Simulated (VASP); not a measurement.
Write the native input for VASP 6.6.1 that does the following.

```
Task                   : single point
Functional             : PBEsol
Potentials or basis    : VASP PAW PBE potentials, release 64 (W_sv, Se)
Cutoff                 : 520 eV
k mesh                 : 12 × 12 × 2
Occupations            : gaussian, width 0.05 eV
Spin                   : no spin polarisation
Dipole correction      : no
Further INCAR settings : ALGO = Normal; EDIFF = 1e-06; NBANDS = 20
```

The structure of WSe2 lies in POSCAR:

```
WSe2
1.0
    3.5972779462      0.0000000000      0.0000000000
   -1.7986389731      2.8321218963      0.0000000000
    0.0000000000      0.0000000000     16.6612169706
W Se
1 2
Direct
    0.0000000000      0.0000000000      0.0000000000
    0.3333333333      0.6666666667      0.1003992721
    0.3333333333      0.6666666667      0.8996007279
```

This cell differs from its parent crystal: strain +0.1000 x Voigt [1, 0, 0, 0, 0, 0].

These files were run (other wordings do the same):

INCAR

```
SYSTEM = WSe2
PREC = Accurate
ENCUT = 520
EDIFF = 1E-6
ISMEAR = 0
SIGMA = 0.05
LREAL = .FALSE.
LASPH = .TRUE.
NELM = 80
ALGO = Normal
ISIF = 2
LWAVE = .FALSE.
LCHARG = .FALSE.
GGA = PS
NBANDS = 20
```

KPOINTS

```
Automatic mesh
0
G
  12 12 2
  0 0 0
```

Potentials or basis: VASP PAW PBE potentials, release 64 (W_sv, Se).

Command:

```sh
$ cat potpaw_PBE.64/W_sv/POTCAR potpaw_PBE.64/Se/POTCAR > POTCAR
$ mpirun -np 1 vasp_std > vasp.out
```

It gave:

The largest force is 0.912 eV/Å and the band gap on the k mesh is 1.23 eV.

Caveat: the cell differs from its parent crystal (strain +0.1000 x Voigt [1, 0, 0, 0, 0, 0]); the PAW data sets were made with another functional, which shifts forces and pressure a little; spin-orbit coupling is left out, which moves the levels of the heavy elements.

It took 4.5 min on 1 thread of Intel(R) Xeon(R) 6975P-C (Granite Rapids), with other jobs on the host, peak memory 0.5 GiB.
